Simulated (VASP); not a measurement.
# TiPbO3 (Pm-3m) in VASP: phonons with r2SCAN

Aim: the phonons of TiPbO3 with r2SCAN.

Everything below comes from runs of VASP 6.6.1. Logs are shortened: lines on timing, memory, paths and dates and some standing lists are left out, and cuts for length are marked.

### Step 1. The cell of the first run

Symmetry: Pm-3m, No. 221, cubic system. The conventional cell has a = 3.935 Å, b = 3.935 Å, c = 3.935 Å, α = 90.00°, β = 90.00°, γ = 90.00°. Within 2.6 Å of Ti (site symmetry m-3m) lie 6 O at 1.97 Å. Within 3.7 Å of Pb (site symmetry m-3m) lie 12 O at 2.78 Å and 8 Ti at 3.41 Å. Within 2.6 Å of O (site symmetry 4/mmm) lie 2 Ti at 1.97 Å.

### Step 2. Phonons, r2SCAN

Contents of INCAR:

```
PREC     = Accurate       # precision mode
ENCUT    = 660            # plane-wave cutoff, eV
EDIFF    = 1E-8           # SCF threshold, eV
ISMEAR   = 0              # smearing method
SIGMA    = 0.01           # smearing width, eV
LREAL    = F              # projectors in reciprocal space
LASPH    = T              # aspherical terms in the spheres
NELM     = 120            # most SCF steps
ALGO     = Normal         # electronic algorithm
ISIF     = 2              # what is computed and relaxed
LWAVE    = F              # write WAVECAR
LCHARG   = F              # write CHGCAR
METAGGA  = R2SCAN         # meta-GGA
LMIXTAU  = T            
NBANDS   = 30             # bands
IBRION   = 6              # ionic algorithm
NFREE    = 2            
POTIM    = 0.015          # step
NSW      = 1              # ionic steps
GGA_COMPAT= F
```

Contents of KPOINTS:

```
Automatic mesh
0
Gamma
  6 6 6
```

Contents of POSCAR:

```
TiPbO3
1.0
    3.9350401093      0.0000000000      0.0000000000
    0.0000000000      3.9350401093      0.0000000000
    0.0000000000      0.0000000000      3.9350401093
Ti Pb O
1 1 3
Direct
    0.5000000000      0.5000000000      0.5000000000
    0.0000000000      0.0000000000      0.0000000000
    0.0000000000      0.5000000000      0.5000000000
    0.5000000000      0.0000000000      0.5000000000
    0.5000000000      0.5000000000      0.0000000000
```

Potentials or basis: VASP PAW PBE potentials, release 64 (Ti_sv, Pb_d, O).

On the command line:

```sh
$ cat potpaw_PBE.64/Ti_sv/POTCAR potpaw_PBE.64/Pb_d/POTCAR potpaw_PBE.64/O/POTCAR > POTCAR
$ mpirun -np 1 vasp_std > vasp.out
```

OUTCAR:

```text
PREC = Accurate
   ENCUT = 660
   EDIFF = 1E-8
   ISMEAR = 0
   LREAL = F
   LASPH = T
   NELM = 120
   ISIF = 2
   METAGGA = R2SCAN
   IBRION = 6
   NFREE = 2
   POTIM = 0.015
   NSW = 1

 ion  position               nearest neighbor table
   1  0.500  0.500  0.500-   3 1.97   4 1.97   5 1.97   5 1.97   4 1.97   3 1.97   2 3.41   2 3.41
                             2 3.41   2 3.41   2 3.41   2 3.41   2 3.41   2 3.41
   2  0.000  0.000  0.000-   3 2.78   4 2.78   5 2.78   3 2.78   4 2.78   3 2.78   5 2.78   3 2.78
                             4 2.78   5 2.78   4 2.78   5 2.78   1 3.41   1 3.41   1 3.41   1 3.41
   3  0.000  0.500  0.500-   1 1.97   1 1.97   2 2.78   2 2.78   2 2.78   2 2.78
   4  0.500  0.000  0.500-   1 1.97   1 1.97   2 2.78   2 2.78   2 2.78   2 2.78
   5  0.500  0.500  0.000-   1 1.97   1 1.97   2 2.78   2 2.78   2 2.78   2 2.78

  LATTYP: Found a simple cubic cell.
 ALAT       =     3.9350401093

  Lattice vectors:

 A1 = (   3.9350401093,   0.0000000000,   0.0000000000)
 A2 = (   0.0000000000,   3.9350401093,   0.0000000000)
 A3 = (   0.0000000000,   0.0000000000,   3.9350401093)

Analysis of symmetry for initial positions (statically):
=====================================================================
 Subroutine PRICEL returns:
 Original cell was already a primitive cell.

 Routine SETGRP: Setting up the symmetry group for a
 simple cubic supercell.

 Subroutine GETGRP returns: Found 48 space group operations
 (whereof 48 operations were pure point group operations)
 out of a pool of 48 trial point group operations.

The static configuration has the point symmetry O_h .

Analysis of symmetry for dynamics (positions and initial velocities):
=====================================================================
 Subroutine PRICEL returns:
 Original cell was already a primitive cell.

 Routine SETGRP: Setting up the symmetry group for a
 simple cubic supercell.

 Subroutine GETGRP returns: Found 48 space group operations
 (whereof 48 operations were pure point group operations)
 out of a pool of 48 trial point group operations.

The dynamic configuration has the point symmetry O_h .

 Subroutine INISYM returns: Found 48 space group operations
 (whereof 48 operations are pure point group operations),
 and found     1 'primitive' translations

----------------------------------------------------------------------------------------

                                     Primitive cell

  volume of cell :      60.9323

  direct lattice vectors                    reciprocal lattice vectors
     3.935040109  0.000000000  0.000000000     0.254127016  0.000000000  0.000000000
     0.000000000  3.935040109  0.000000000     0.000000000  0.254127016  0.000000000
     0.000000000  0.000000000  3.935040109     0.000000000  0.000000000  0.254127016

  length of vectors
     3.935040109  3.935040109  3.935040109     0.254127016  0.254127016  0.254127016

  position of ions in fractional coordinates (direct lattice)
     0.500000000  0.500000000  0.500000000
     0.000000000  0.000000000  0.000000000
     0.000000000  0.500000000  0.500000000
     0.500000000  0.000000000  0.500000000
     0.500000000  0.500000000  0.000000000

  ion indices of the primitive-cell ions
   primitive index   ion index
                 1           1
                 2           2
                 3           3
                 4           4
                 5           5

----------------------------------------------------------------------------------------

 KPOINTS: Automatic mesh

Automatic generation of k-mesh.
 Grid dimensions read from file:
 generate k-points for:    6    6    6

 Generating k-lattice:

  Cartesian coordinates                     Fractional coordinates (reciprocal lattice)
     0.042354503  0.000000000  0.000000000     0.166666667  0.000000000  0.000000000
     0.000000000  0.042354503  0.000000000     0.000000000  0.166666667  0.000000000
     0.000000000  0.000000000  0.042354503     0.000000000  0.000000000  0.166666667

  Length of vectors
     0.042354503  0.042354503  0.042354503

  Shift w.r.t. Gamma in fractional coordinates (k-lattice)
[... 32 lines left out ...]
   dimension x,y,z NGX =    36 NGY =   36 NGZ =   36
   dimension x,y,z NGXF=    72 NGYF=   72 NGZF=   72
   ions per type =               1   1   3
   NGX,Y,Z   is equivalent  to a cutoff of  15.21, 15.21, 15.21 a.u.
   NGXF,Y,Z  is equivalent  to a cutoff of  30.42, 30.42, 30.42 a.u.
 SYSTEM =  unknown system
   PREC   = accura    normal or accurate (medium, high low for compatibility)
   ISTART =      0    job   : 0-new  1-cont  2-samecut
   ICHARG =      2    charge: 1-file 2-atom 10-const
   ISPIN  =      1    spin polarized calculation?
   LNONCOLLINEAR =      F non collinear calculations
   LSORBIT =      F    spin-orbit coupling
   LASPH  =      T    aspherical Exc in radial PAW
   ENCUT  =  660.0 eV  48.51 Ry    6.96 a.u.   8.24  8.24  8.24*2*pi/ulx,y,z
   NELM   =    120;   NELMIN=  2; NELMDL= -5     # of ELM steps
   EDIFF  = 0.1E-07   stopping-criterion for ELM
   LREAL  =      F    real-space projection
   EDIFFG = 0.1E-06   stopping-criterion for IOM
   NSW    =     97    number of steps for IOM
   IBRION =      6    ionic relax: 0-MD 1-quasi-New 2-CG
   NFREE  =      2    steps in history (QN), initial steepest desc. (CG)
   ISIF   =      2    stress and relaxation
   ISYM   =      2    0-nonsym 1-usesym 2-fastsym
   POTIM  = 0.0150    time-step for ionic-motion
   TEBEG  =    0.0;   TEEND  =   0.0 temperature during run
   PSTRESS=    0.0 pullay stress
   NELECT =      44.0000    total number of electrons
   NUPDOWN=      -1.0000    fix difference up-down
   EMIN   =  10.00;   EMAX   =-10.00  energy-range for DOS
   EFERMI =   0.00;   METHOD = LEGACY
   ISMEAR =     0;   SIGMA  =   0.01  broadening in eV -4-tet -1-fermi 0-gaus
   EFERMI_NEDOS =   21; number of points for ismear=-14 and -15
   IALGO  =     38    algorithm
   IMIX   =      4    mixing-type and parameters
     AMIX     =   0.40;   BMIX     =  1.00
     AMIX_MAG =   1.60;   BMIX_MAG =  1.00
  volume/ion in A,a.u.               =      12.19        82.24
  Fermi-wavevector in a.u.,A,eV,Ry     =   1.468734  2.775505 29.350220  2.157180
  Thomas-Fermi vector in A             =   2.584196
   LORBIT       =      0    0 simple, 1 ext, 2 COOP (PROOUT), +10 PAW based schemes
   METAGGA = R2SCAN    functional components
   LHFCALC =     F    Hartree Fock is set to
   AEXX    =    0.0000 exact exchange contribution
   IVDW    =     0    specifies the selected vdW correction
   LEPSILON=     F    determine dielectric tensor
   LRPA    =     F    only Hartree local field effects (RPA)
 finite differences with symmetry
 non-spin polarized calculation
 Gauss-broadening in eV      SIGMA  =   0.01
  energy-cutoff  :      660.00
  volume of cell :       60.93
 maximum number of plane-waves:      2364
 NGX is ok and might be reduce to    36
   NGX = 17   NGY = 17   NGZ = 17

--------------------------------------- Ionic step        1  -------------------------------------------

 number of electron      44.0000009 magnetization

 Free energy of the ion-electron system (eV)
  ---------------------------------------------------
  ext. energy  EPLUGINS =         0.00000000
  ---------------------------------------------------
  free energy    TOTEN  =       -99.84178596 eV

  energy without entropy =      -99.84178596  energy(sigma->0) =      -99.84178596

------------------------ aborting loop because EDIFF is reached ----------------------------------------

  FORCE on cell =-STRESS in cart. coord.  units (eV):
  Direction    XX          YY          ZZ          XY          YZ          ZX
  --------------------------------------------------------------------------------------
  -------------------------------------------------------------------------------------
  Total        0.1987060      0.1987060      0.1987060     -0.0000000     -0.0000000      0.0000000
  in kB        5.2248518      5.2248518      5.2248518     -0.0000000     -0.0000000      0.0000000
  external PRESSURE =       5.2248518 kB  Pullay stress =       0.0000000 kB
[... 299 lines left out ...]
--------------------------------------- Ionic step        9  -------------------------------------------

 number of electron      44.0000008 magnetization

 Free energy of the ion-electron system (eV)
  ---------------------------------------------------
  ext. energy  EPLUGINS =         0.00000000
  ---------------------------------------------------
  free energy    TOTEN  =       -99.84138674 eV

  energy without entropy =      -99.84138674  energy(sigma->0) =      -99.84138674

 E-fermi :   6.4387     XC(G=0): -12.2890

 val. band max:        6.2436480077   @ k =   0.0000   0.0000   0.5000
 cond. band min:       8.1978521559   @ k =   0.0000   0.0000   0.0000
 fundamental gap:      1.9542041482
 Fermi energy:         6.4387446546

 k-point     1 :       0.0000    0.0000    0.0000
  band No.  band energies     occupation
      1     -52.9530      2.00000
      2     -28.1331      2.00000
      3     -28.1331      2.00000
      4     -28.1331      2.00000
      5     -12.8282      2.00000
      6     -11.7430      2.00000
[... 781 lines left out ...]
     29      13.4567      0.00000
     30      13.4569      0.00000

 [... further k-points ...]

------------------------ aborting loop because EDIFF is reached ----------------------------------------

  FORCE on cell =-STRESS in cart. coord.  units (eV):
  Direction    XX          YY          ZZ          XY          YZ          ZX
  --------------------------------------------------------------------------------------
  -------------------------------------------------------------------------------------
  Total        0.1981504      0.1990996      0.1981420      0.0000000      0.0000000      0.0000000
  in kB        5.2102441      5.2352032      5.2100233      0.0000000      0.0000000      0.0000000
  external PRESSURE =       5.2184902 kB  Pullay stress =       0.0000000 kB
[... 20 lines left out ...]
  FREE ENERGIE OF THE ION-ELECTRON SYSTEM (eV)
  ---------------------------------------------------
  free  energy   TOTEN  =       -99.8413867435 eV

  energy  without entropy=      -99.8413867435  energy(sigma->0) =      -99.84138674

 INTERNAL STRAIN TENSORS FROM DISPLACED ATOMS
 ============================================

 INTERNAL STRAIN TENSOR FOR ION    1 for displacements in x,y,z  (eV/Angst):
          X           Y           Z          XY          YZ          ZX
  --------------------------------------------------------------------------------
  x     0.00000     0.00000     0.00000     0.00000     0.00000     0.00000
  y     0.00000     0.00000     0.00000     0.00000     0.00000     0.00000
  z     0.00000     0.00000     0.00000     0.00000     0.00000     0.00000

 INTERNAL STRAIN TENSOR FOR ION    5 for displacements in x,y,z  (eV/Angst):
          X           Y           Z          XY          YZ          ZX
  --------------------------------------------------------------------------------
  x     0.00000     0.00000     0.00000     0.00000     0.00000     0.00000
  y     0.00000     0.00000     0.00000     0.00000     0.00000     0.00000
  z     0.00000     0.00000     0.00000     0.00000     0.00000     0.00000

 Eigenvectors and eigenvalues of the dynamical matrix
 ----------------------------------------------------

   1 f  =   14.753455 THz    92.698691 2PiTHz  492.122281 cm-1    61.015359 meV
             X         Y         Z           dx          dy          dz
      1.967520  1.967520  1.967520     0.011320   -0.027000   -0.000000
      0.000000  0.000000  0.000000    -0.013033    0.031086   -0.000000
      0.000000  1.967520  1.967520     0.322313    0.359037   -0.000000
      1.967520  0.000000  1.967520    -0.150532   -0.768756    0.000000
      1.967520  1.967520  0.000000    -0.150532    0.359037   -0.000000
[... 105 lines left out ...]
  15 f/i=    4.344582 THz    27.297816 2PiTHz  144.919668 cm-1    17.967741 meV
             X         Y         Z           dx          dy          dz
      1.967520  1.967520  1.967520     0.001299   -0.309965    0.015719
      0.000000  0.000000  0.000000     0.001279   -0.305187    0.015477
      0.000000  1.967520  1.967520    -0.002072    0.530905   -0.026924
      1.967520  0.000000  1.967520    -0.002224    0.494449   -0.026924
      1.967520  1.967520  0.000000    -0.002224    0.530905   -0.025075

 ELASTIC MODULI CONTR FROM IONIC RELAXATION (kBar)
 Direction    XX          YY          ZZ          XY          YZ          ZX
 --------------------------------------------------------------------------------
 XX           0.0000      0.0000      0.0000      0.0000      0.0000      0.0000
 YY           0.0000      0.0000      0.0000      0.0000      0.0000      0.0000
 ZZ           0.0000      0.0000      0.0000      0.0000      0.0000      0.0000
 XY           0.0000      0.0000      0.0000      0.0000      0.0000      0.0000
 YZ           0.0000      0.0000      0.0000      0.0000      0.0000      0.0000
 ZX           0.0000      0.0000      0.0000      0.0000      0.0000      0.0000
 --------------------------------------------------------------------------------
```

Run time: 75 min. Hardware: 1 thread of Intel Xeon 8259CL, shared host; peak memory 0.42 GiB.

Results:

```
Highest phonon frequency at Γ, LO-TO splitting left out : 492 cm⁻¹
Most unstable mode                                      : 145i cm⁻¹
```

Phonon frequencies in cm⁻¹ (negative: imaginary):
| q point | frequencies |
| --- | --- |
| (0.000, 0.000, 0.000) | -145 -145 -145 -4 -4 -4 113 113 113 243 243 243 492 492 492 |

Caveat: some modes are imaginary; the PAW data sets were made with another functional, which shifts forces and pressure a little; spin-orbit coupling is left out, which moves the levels of the heavy elements.
